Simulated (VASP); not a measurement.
# Si16N (a cell with a defect) in VASP: a series of runs

Si16N (a cell with a defect) is run at these levels: PBE; tasks: single point.

Program: VASP 6.6.1. These are calculated values, not measurements. Logs are shortened: lines on timing, memory, paths and dates and some standing lists are left out, and cuts for length are marked.

## 1. The cell of the first run

The cell holds a defect, 17 atoms: a = 7.679 Å, b = 7.679 Å, c = 7.679 Å, α = 60.00°, β = 60.00°, γ = 60.00°.

## 2. Single point, PBE, collinear spin, ferromagnetic start

INCAR

```
PREC = Accurate ; ENCUT = 520
EDIFF = 1E-6 ; ISMEAR = -1
SIGMA = 0.05 ; LREAL = Auto
LASPH = T ; NELM = 150
ALGO = Normal ; ISIF = 2
LWAVE = F ; LCHARG = F
ISPIN = 2 ; MAGMOM = 0 0 0 0 0 0 0 0 0 0 0 0 0 0 0 0 1
LORBIT = 11 ; GGA = PE
NBANDS = 52
```

KPOINTS

```
regular mesh
0
Gamma
  2 2 2
```

POSCAR

```
Si16N
1.0
    0.0000000000      5.4300000000      5.4300000000
    5.4300000000      0.0000000000      5.4300000000
    5.4300000000      5.4300000000      0.0000000000
Si N
16 1
Direct
   -0.0329097606     -0.0100552486     -0.0001841621
    0.1113996317      0.1262246777      0.1044383057
    0.0047237569     -0.0043001842      0.4700092081
    0.0916850829      0.1252578269      0.6315193370
   -0.0387937385      0.5089963168     -0.0238581952
    0.1031491713      0.6177163904      0.0983977901
    0.0069889503      0.4914640884      0.4790147330
    0.1586740331      0.6055985267      0.5767219153
    0.4740331492      0.0249171271      0.0089871087
    0.5986556169      0.1533517495      0.1324861878
    0.4858011050      0.0628729282      0.5243462247
    0.6498066298      0.1302302026      0.6477992634
    0.4759852670      0.5168876611     -0.0440883978
    0.5728913444      0.6572007366      0.1004972376
    0.5249815838      0.4925506446      0.5611325967
    0.6476979742      0.6825046041      0.6010313076
    0.4257090239      0.5653959484      0.3696685083
```

Potentials or basis: VASP PAW PBE potentials, release 64 (Si, N).

On the command line:

```bash
$ cat potpaw_PBE.64/Si/POTCAR potpaw_PBE.64/N/POTCAR > POTCAR
$ mpirun -np 1 vasp_std > vasp.out
```

OUTCAR:

```text
PREC = Accurate
   ENCUT = 520
   EDIFF = 1E-6
   ISMEAR = -1
   LREAL = Auto
   LASPH = T
   NELM = 150
   ISIF = 2
   ISPIN = 2
   LORBIT = 11
   GGA = PE

 ion  position               nearest neighbor table
   1  0.967  0.990  1.000-   4 2.31  10 2.34   6 2.34   2 2.42
   2  0.111  0.126  0.104-   9 2.29   3 2.29   5 2.41   1 2.42
   3  0.005  0.996  0.470-  12 2.29   2 2.29   4 2.39   8 2.45
   4  0.092  0.125  0.632-   7 2.31   1 2.31   3 2.39  11 2.55
   5  0.961  0.509  0.976-   6 2.34   2 2.41  14 2.44   8 2.54
   6  0.103  0.618  0.098-   1 2.34   5 2.34  13 2.34   7 2.40
   7  0.007  0.491  0.479-   8 2.29   4 2.31  16 2.32   6 2.40
   8  0.159  0.606  0.577-  17 1.85   7 2.29  15 2.45   3 2.45   5 2.54
   9  0.474  0.025  0.009-   2 2.29  12 2.30  14 2.33  10 2.36
  10  0.599  0.153  0.132-  13 2.32   1 2.34   9 2.36  11 2.49
  11  0.486  0.063  0.524-  12 2.26  16 2.41  10 2.49   4 2.55
  12  0.650  0.130  0.648-  11 2.26  15 2.29   3 2.29   9 2.30
  13  0.476  0.517  0.956-  10 2.32  16 2.32   6 2.34  14 2.40  15 2.95
  14  0.573  0.657  0.100-  17 1.75   9 2.33  13 2.40   5 2.44  15 2.99
  15  0.525  0.493  0.561-  17 1.71  16 2.28  12 2.29   8 2.45  13 2.95  14 2.99
  16  0.648  0.683  0.601-  15 2.28   7 2.32  13 2.32  11 2.41
  17  0.426  0.565  0.370-  15 1.71  14 1.75   8 1.85

  LATTYP: Found a face centered cubic cell.
 ALAT       =    10.8600000000

  Lattice vectors:

 A1 = (   0.0000000000,   5.4300000000,   5.4300000000)
 A2 = (   5.4300000000,   0.0000000000,   5.4300000000)
 A3 = (   5.4300000000,   5.4300000000,   0.0000000000)

Analysis of symmetry for initial positions (statically):
=====================================================================
 Subroutine PRICEL returns:
 Original cell was already a primitive cell.

 Routine SETGRP: Setting up the symmetry group for a
 face centered cubic supercell.

 Subroutine GETGRP returns: Found  1 space group operations
 (whereof  1 operations were pure point group operations)
 out of a pool of 48 trial point group operations.

The static configuration has the point symmetry C_1 .

Analysis of symmetry for dynamics (positions and initial velocities):
=====================================================================
 Subroutine PRICEL returns:
 Original cell was already a primitive cell.

 Routine SETGRP: Setting up the symmetry group for a
 face centered cubic supercell.

 Subroutine GETGRP returns: Found  1 space group operations
 (whereof  1 operations were pure point group operations)
 out of a pool of 48 trial point group operations.

The dynamic configuration has the point symmetry C_1 .

Analysis of structural, dynamic, and magnetic symmetry:
=====================================================================
 Subroutine PRICEL returns:
 Original cell was already a primitive cell.

 Routine SETGRP: Setting up the symmetry group for a
 face centered cubic supercell.

 Subroutine GETGRP returns: Found  1 space group operations
 (whereof  1 operations were pure point group operations)
 out of a pool of 48 trial point group operations.

The overall configuration has the point symmetry C_1 .

 Subroutine INISYM returns: Found  1 space group operations
 (whereof  1 operations are pure point group operations),
 and found     1 'primitive' translations

----------------------------------------------------------------------------------------

                                     Primitive cell

  volume of cell :     320.2060

  direct lattice vectors                    reciprocal lattice vectors
     0.000000000  5.430000000  5.430000000    -0.092081031  0.092081031  0.092081031
     5.430000000  0.000000000  5.430000000     0.092081031 -0.092081031  0.092081031
     5.430000000  5.430000000  0.000000000     0.092081031  0.092081031 -0.092081031

  length of vectors
     7.679179644  7.679179644  7.679179644     0.159489025  0.159489025  0.159489025
[... 75 lines left out ...]
  0.500000  0.000000  0.500000      1.000000
   k-points           NKPTS =      8   k-points in BZ     NKDIM =      8   number of bands    NBANDS=     52
   number of dos      NEDOS =    301   number of ions     NIONS =     17
   total plane-waves  NPLWV = 216000
   dimension x,y,z NGX =    60 NGY =   60 NGZ =   60
   dimension x,y,z NGXF=   120 NGYF=  120 NGZF=  120
   ions per type =              16   1
   NGX,Y,Z   is equivalent  to a cutoff of  12.99, 12.99, 12.99 a.u.
   NGXF,Y,Z  is equivalent  to a cutoff of  25.98, 25.98, 25.98 a.u.
 SYSTEM =  unknown system
   PREC   = accura    normal or accurate (medium, high low for compatibility)
   ISTART =      0    job   : 0-new  1-cont  2-samecut
   ICHARG =      2    charge: 1-file 2-atom 10-const
   ISPIN  =      2    spin polarized calculation?
   LNONCOLLINEAR =      F non collinear calculations
   LSORBIT =      F    spin-orbit coupling
   LASPH  =      T    aspherical Exc in radial PAW
   ENCUT  =  520.0 eV  38.22 Ry    6.18 a.u.  14.28 14.28 14.28*2*pi/ulx,y,z
   NELM   =    150;   NELMIN=  2; NELMDL= -5     # of ELM steps
   EDIFF  = 0.1E-05   stopping-criterion for ELM
   LREAL  =      T    real-space projection
   EDIFFG = 0.1E-04   stopping-criterion for IOM
   NSW    =      0    number of steps for IOM
   IBRION =     -1    ionic relax: 0-MD 1-quasi-New 2-CG
   NFREE  =      0    steps in history (QN), initial steepest desc. (CG)
   ISIF   =      2    stress and relaxation
   ISYM   =      2    0-nonsym 1-usesym 2-fastsym
   POTIM  = 0.5000    time-step for ionic-motion
   TEBEG  =    0.0;   TEEND  =   0.0 temperature during run
   PSTRESS=    0.0 pullay stress
   NELECT =      69.0000    total number of electrons
   NUPDOWN=      -1.0000    fix difference up-down
   EMIN   =  10.00;   EMAX   =-10.00  energy-range for DOS
   EFERMI =   0.00;   METHOD = LEGACY
   ISMEAR =    -1;   SIGMA  =   0.05  broadening in eV -4-tet -1-fermi 0-gaus
   EFERMI_NEDOS =   21; number of points for ismear=-14 and -15
   IALGO  =     38    algorithm
   IMIX   =      4    mixing-type and parameters
     AMIX     =   0.40;   BMIX     =  1.00
     AMIX_MAG =   1.60;   BMIX_MAG =  1.00
  volume/ion in A,a.u.               =      18.84       127.11
  Fermi-wavevector in a.u.,A,eV,Ry     =   0.981480  1.854728 13.106528  0.963303
  Thomas-Fermi vector in A             =   2.112490
   LORBIT       =     11    0 simple, 1 ext, 2 COOP (PROOUT), +10 PAW based schemes
   GGA     = PE    functional components
   LHFCALC =     F    Hartree Fock is set to
   AEXX    =    0.0000 exact exchange contribution
   IVDW    =     0    specifies the selected vdW correction
   LEPSILON=     F    determine dielectric tensor
   LRPA    =     F    only Hartree local field effects (RPA)
 spin polarized calculation
  energy-cutoff  :      520.00
  volume of cell :      320.21
 maximum number of plane-waves:      8646
 NGX is ok and might be reduce to    60
   NGX = 29   NGY = 29   NGZ = 29

 number of electron      69.0000000 magnetization       0.0000277

 number of electron      69.0000000 magnetization      -0.0000356

 Free energy of the ion-electron system (eV)
  ---------------------------------------------------
  ext. energy  EPLUGINS =         0.00000000
  ---------------------------------------------------
  free energy    TOTEN  =       -91.49258797 eV

  energy without entropy =      -91.47901409  energy(sigma->0) =      -91.48580103

 E-fermi :   6.1746     XC(G=0):  -9.5695

 val. band max:        6.0958052537   @ k =   0.5000   0.5000   0.5000
 cond. band min:       6.2496300150   @ k =   0.0000   0.0000   0.5000
 fundamental gap:      0.1538247613
 Fermi energy:         6.1746110328

 spin component 1

 k-point     1 :       0.0000    0.0000    0.0000
  band No.  band energies     occupation
      1     -10.5134      1.00000
      2      -5.7241      1.00000
      3      -4.1155      1.00000
      4      -3.8624      1.00000
      5      -3.7288      1.00000
      6      -2.9434      1.00000
[... 381 lines left out ...]
     45       9.9918      0.00000
     46      10.3680      0.00000
 Fermi energy:         6.1746110328

 spin component 2

 k-point     1 :       0.0000    0.0000    0.0000
  band No.  band energies     occupation
      1     -10.5134      1.00000
      2      -5.7241      1.00000
      3      -4.1156      1.00000
      4      -3.8624      1.00000
      5      -3.7288      1.00000
      6      -2.9434      1.00000
[... 381 lines left out ...]
     45       9.9918      0.00000
     46      10.3680      0.00000
 [bands above 46 left out]

------------------------ aborting loop because EDIFF is reached ----------------------------------------

  FORCE on cell =-STRESS in cart. coord.  units (eV):
  Direction    XX          YY          ZZ          XY          YZ          ZX
  --------------------------------------------------------------------------------------
  -------------------------------------------------------------------------------------
  Total        2.7565979     10.1358101      5.8522441      0.3510688     -1.3390601      0.3036694
  in kB       13.7928659     50.7153658     29.2821883      1.7566019     -6.7000981      1.5194349
  external PRESSURE =      31.2634733 kB  Pullay stress =       0.0000000 kB

 VOLUME and BASIS-vectors are now :
 -----------------------------------------------------------------------------
  energy-cutoff  :      520.00
  volume of cell :      320.21
      direct lattice vectors                 reciprocal lattice vectors
     0.000000000  5.430000000  5.430000000    -0.092081031  0.092081031  0.092081031
     5.430000000  0.000000000  5.430000000     0.092081031 -0.092081031  0.092081031
     5.430000000  5.430000000  0.000000000     0.092081031  0.092081031 -0.092081031

 POSITION                                       TOTAL-FORCE (eV/Angst)
 -----------------------------------------------------------------------------------
     10.80440     10.68030     10.62670         0.455653      0.410975      0.468751
      1.25250      1.17200      1.29030         0.218581     -1.284826     -0.059704
      7.95880      2.57780      5.43230        -0.211543      1.462654     -0.157932
      4.10930      3.92700      1.17800        -0.873359      0.614505      0.944521
      8.06430     10.51980      7.98320        -0.339138      0.135006     -0.237164
      3.88850      1.09440      3.91430         0.293867      0.138683     -0.120379
[... 9 lines left out ...]
      6.96960      6.78060      7.22300         0.079852     -0.443001      0.166048
      5.07740      4.31890      5.38170         0.077569     -0.056862     -0.230424
 -----------------------------------------------------------------------------------
    total drift:                                0.000963      0.002166      0.005257

  FREE ENERGIE OF THE ION-ELECTRON SYSTEM (eV)
  ---------------------------------------------------
  free  energy   TOTEN  =       -91.4925879667 eV

  energy  without entropy=      -91.4790140902  energy(sigma->0) =      -91.48580103

 total charge

# of ion       s       p       d       tot
------------------------------------------
    1        0.742   0.953   0.000   1.695
    2        0.743   0.951   0.000   1.694
    3        0.750   0.946   0.000   1.696
    4        0.748   0.917   0.000   1.665
    5        0.764   0.877   0.000   1.641
    6        0.743   0.944   0.000   1.687
[... 9 lines left out ...]
   16        0.757   0.952   0.000   1.709
   17        1.261   2.591   0.000   3.852
--------------------------------------------------
tot         13.262  17.519   0.000  30.781

 magnetization (x)

# of ion       s       p       d       tot
------------------------------------------
    1       -0.000  -0.000   0.000  -0.000
    2       -0.000  -0.000   0.000  -0.000
    3        0.000  -0.000   0.000  -0.000
    4        0.000   0.000   0.000   0.000
    5       -0.000   0.000   0.000  -0.000
    6       -0.000  -0.000   0.000  -0.000
[... 9 lines left out ...]
   16        0.000   0.000   0.000   0.000
   17       -0.000   0.000   0.000   0.000
--------------------------------------------------
tot         -0.000  -0.000   0.000  -0.000
```

It took 4.2 min on 1 thread of Intel Xeon 6975P-C (Granite Rapids), shared host; peak memory 0.71 GiB.

Results:

| Property | Result |
| --- | --- |
| Free energy | -91.4926 eV |
| Pressure | 3.1 GPa |
| Largest force | 2.678 eV/Å |
| Net moment | 0.00 μB per cell |
| Valence electrons inside the program's atomic spheres | Si 1.70, 1.69, 1.67, 1.64, 1.71, 1.61, 1.72, 1.75, 1.65 (each value once); N 3.85 |

Forces on the atoms (eV/Å):
```
Si   0.456  0.411  0.469
Si   0.219 -1.285 -0.060
Si  -0.212  1.463 -0.158
Si  -0.873  0.615  0.945
Si  -0.339  0.135 -0.237
Si   0.294  0.139 -0.120
Si  -0.090 -0.632 -0.128
Si   0.814 -0.478  0.641
Si  -0.290  0.706 -0.061
Si   0.269  0.642 -0.612
Si  -1.411 -1.895 -1.261
Si   0.444  0.280  0.085
Si   0.479  0.251  0.440
Si  -0.422 -0.248 -0.043
Si   0.505  0.396  0.166
Si   0.080 -0.443  0.166
N    0.078 -0.057 -0.230
```

Stress tensor (GPa, compression positive):
```
 1.38  0.18  0.15
 0.18  5.07 -0.67
 0.15 -0.67  2.93
```

Caveat: the k points lie up to 0.50 Å⁻¹ apart; the atoms stand as in a frame of molecular dynamics.

## 3. Single point, PBE, collinear spin, ferromagnetic start

INCAR

```
SYSTEM = Si16N
ALGO = Normal
EDIFF = 1E-7
ENCUT = 520
GGA = PE
ISIF = 2
ISMEAR = -1
ISPIN = 2
LASPH = .TRUE.
LCHARG = .TRUE.
LELF = .TRUE.
LORBIT = 11
LREAL = Auto
LVHAR = .TRUE.
LWAVE = .FALSE.
MAGMOM = 0 0 0 0 0 0 0 0 0 0 0 0 0 0 0 0 1
NBANDS = 52
NELM = 150
PREC = Accurate
SIGMA = 0.05
```

KPOINTS

```
k-points
0
G
  2 2 2
  0 0 0
```

POSCAR

```
Si16N
1.0
    0.0000000000      5.4300000000      5.4300000000
    5.4300000000      0.0000000000      5.4300000000
    5.4300000000      5.4300000000      0.0000000000
Si N
16 1
Direct
   -0.0201473297     -0.0005340700      0.0039963168
    0.0993370166      0.1420626151      0.1084346225
    0.0043278085     -0.0090423573      0.4883425414
    0.1125230203      0.1306629834      0.6254696133
   -0.0250736648      0.5086464088     -0.0374861878
    0.1017955801      0.6243554328      0.0970257827
    0.0001012891      0.5017587477      0.4700460405
    0.1419705341      0.6319705341      0.5725230203
    0.4798526703      0.0103683241      0.0049539595
    0.6054972376      0.1488674033      0.1171546961
    0.4896777164      0.0588858195      0.4866390424
    0.6450920810      0.1207826888      0.6533609576
    0.4727440147      0.5229465930     -0.0359116022
    0.5738489871      0.6444198895      0.1110681400
    0.5152394107      0.4761602210      0.5867495396
    0.6413351750      0.6752946593      0.6075230203
    0.4189594843      0.5530478821      0.3863627993
```

Potentials or basis: VASP PAW PBE potentials, release 64 (Si, N).

On the command line:

```bash
$ cat potpaw_PBE.64/Si/POTCAR potpaw_PBE.64/N/POTCAR > POTCAR
$ mpirun -np 1 vasp_std > vasp.out
```

Wall time 3.9 min (1 thread of Intel Xeon 6975P-C (Granite Rapids), shared host); peak memory 0.72 GiB.

It converged, with:

| Item | Value |
| --- | --- |
| Free energy | -91.9925 eV |
| Pressure | 3.3 GPa |
| Largest force | 1.439 eV/Å |
| Net moment | 0.00 μB per cell |
| Valence electrons inside the program's atomic spheres | Si 1.70, 1.71, 1.67, 1.65, 1.69, 1.63, 1.72, 1.74 (each value once); N 3.81 |

Forces on the atoms (eV/Å):
```
Si  -0.469 -0.576 -0.039
Si  -0.037  0.927  0.076
Si   0.500  0.006  1.349
Si  -0.456  0.104  0.006
Si   0.656 -0.302  0.011
Si   0.185 -0.220  0.090
Si   0.190  0.143 -0.072
Si  -1.009  0.326 -0.327
Si   0.686  0.394 -0.822
Si  -0.150  0.019  0.056
Si   0.210  0.595 -0.469
Si  -1.002 -0.901 -0.425
Si  -0.031  0.357 -0.078
Si   0.058  0.391 -0.197
Si   0.273 -0.668  0.282
Si   0.093 -0.714  0.369
N    0.303  0.118  0.189
```

Stress tensor (GPa, compression positive):
```
 2.00 -0.68  1.00
-0.68  5.04 -1.60
 1.00 -1.60  2.77
```

Levels at points of the mesh, in eV from the Fermi level:
Spin up:
```tsv
k point	band 31	band 32	band 33	band 34	band 35	band 36	band 37	band 38
(0.00, 0.00, 0.00)	-1.21	-0.80	-0.57	-0.45	-0.36	0.25	0.53	0.60
(0.50, 0.00, 0.00)	-1.54	-1.11	-1.02	-0.79	0.33	0.91	1.06	1.13
(0.00, 0.50, 0.00)	-1.21	-1.15	-1.06	-0.71	-0.36	0.84	1.05	1.20
(0.00, 0.00, 0.50)	-1.49	-1.11	-0.87	-0.62	0.02	0.91	1.14	1.26
(0.50, 0.50, 0.50)	-1.37	-1.18	-1.13	-0.81	-0.02	0.83	1.07	1.15
(0.50, 0.50, 0.00)	-1.72	-1.63	-1.49	-0.99	0.52	0.98	1.35	1.83
(0.00, 0.50, 0.50)	-1.70	-1.63	-1.40	-1.09	0.21	0.98	1.39	1.86
(0.50, 0.00, 0.50)	-1.78	-1.67	-1.53	-0.44	-0.31	0.89	1.23	1.69
```
Spin down:
```tsv
k point	band 30	band 31	band 32	band 33	band 34	band 35	band 36	band 37	band 38	band 39
(0.00, 0.00, 0.00)	-1.25	-1.21	-0.80	-0.57	-0.45	-0.36	0.25	0.53	0.60	0.63
(0.50, 0.00, 0.00)	-1.76	-1.54	-1.11	-1.02	-0.79	0.33	0.91	1.06	1.13	1.20
(0.00, 0.50, 0.00)	-1.81	-1.21	-1.15	-1.06	-0.71	-0.36	0.84	1.05	1.20	1.31
(0.00, 0.00, 0.50)	-1.55	-1.49	-1.11	-0.87	-0.62	0.02	0.91	1.14	1.26	1.36
(0.50, 0.50, 0.50)	-1.61	-1.37	-1.18	-1.13	-0.81	-0.02	0.83	1.07	1.15	1.39
(0.50, 0.50, 0.00)	-1.85	-1.72	-1.63	-1.49	-0.99	0.52	0.98	1.35	1.83	2.11
(0.00, 0.50, 0.50)	-1.80	-1.70	-1.63	-1.40	-1.09	0.21	0.98	1.39	1.86	2.05
(0.50, 0.00, 0.50)	-1.87	-1.78	-1.67	-1.53	-0.44	-0.31	0.89	1.23	1.69	1.92
```

Caveat: the k points lie up to 0.50 Å⁻¹ apart; the atoms stand as in a frame of molecular dynamics.
